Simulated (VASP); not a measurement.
A run of VASP 6.6.1 is set up as follows.

The input POSCAR:

```
RbCl
1.0
    0.0000000000      3.3058128222      3.3058128222
    3.3058128222      0.0000000000      3.3058128222
    3.3058128222      3.3058128222      0.0000000000
Rb Cl
1 1
Direct
    0.0000000000      0.0000000000      0.0000000000
    0.5000000000      0.5000000000      0.5000000000
```

Contents of INCAR.step1:

```
SYSTEM = RbCl
PREC = Accurate ; ENCUT = 400
EDIFF = 1E-5 ; ISMEAR = 0
SIGMA = 0.01 ; LREAL = .FALSE.
LASPH = .TRUE. ; NELM = 120
ALGO = Normal ; ISIF = 2
LWAVE = .TRUE. ; LCHARG = .FALSE.
NBANDS = 15 ; GGA = PE
GGA_COMPAT = .FALSE.
```

INCAR.step2

```
SYSTEM = RbCl
PREC = Accurate ; ENCUT = 400
EDIFF = 1E-6 ; ISMEAR = 0
SIGMA = 0.01 ; LREAL = .FALSE.
LASPH = .TRUE. ; NELM = 120
ALGO = Normal ; ISIF = 2
LWAVE = .FALSE. ; LCHARG = .FALSE.
GGA = PE ; LHFCALC = .TRUE.
AEXX = 0.25 ; PRECFOCK = Normal
NBANDS = 15 ; ISTART = 1
GGA_COMPAT = .FALSE.
```

Contents of KPOINTS:

```
regular mesh
0
G
  4 4 4
  0 0 0
```

Potentials or basis: VASP PAW PBE potentials, release 64 (Rb_sv, Cl).

The run is started by

```sh
$ cat potpaw_PBE.64/Rb_sv/POTCAR potpaw_PBE.64/Cl/POTCAR > POTCAR
$ cp INCAR.step1 INCAR
$ mpirun -np 1 vasp_std > vasp.out
$ cp INCAR.step2 INCAR
$ mpirun -np 1 vasp_std > vasp.out
```

(1) Estimate the pressure.

(2) Predict the band gap on the k mesh.

Answers

(1) 0.3 GPa.

(2) 7.00 eV, direct.

Caveat: the PAW data sets were made with another functional, which shifts forces and pressure a little.
